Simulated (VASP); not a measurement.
Runs of VASP 6.6.1 on Pb. The structure is that of space group Fm-3m (No. 225), or close to it. The cells are those of the table. 

```tsv
cell	gap on the mesh (eV)	pressure (GPa)
a = 3.546 Å, angles 60.0°, 1 atom	none	0.5
a = 3.500 Å, angles 60.0°, 1 atom	none	2.0
a = 3.453 Å, angles 60.0°, 1 atom	none	(a)
a = 3.404 Å, angles 60.0°, 1 atom	none	(b)
a = 3.591 Å, angles 60.0°, 1 atom	none	-0.9
```

Alike in all rows: task single point; level PBE; potentials or basis VASP PAW PBE potentials, release 64 (Pb_d); no spin polarisation; k mesh 10 × 10 × 10; cutoff (eV) 500; smearing fermi-dirac 0.01 eV.

Q: Fill in the values left out.

A: (a) 4.3; (b) 7.3.

Caveats: spin-orbit coupling is left out, which moves the levels of the heavy elements; the cell stands under pressure (at least some runs).

A k mesh can miss the band edges, and the runs leave out spin-orbit coupling on Pb.

A gap of «none» marks levels without a gap at the run's occupations.
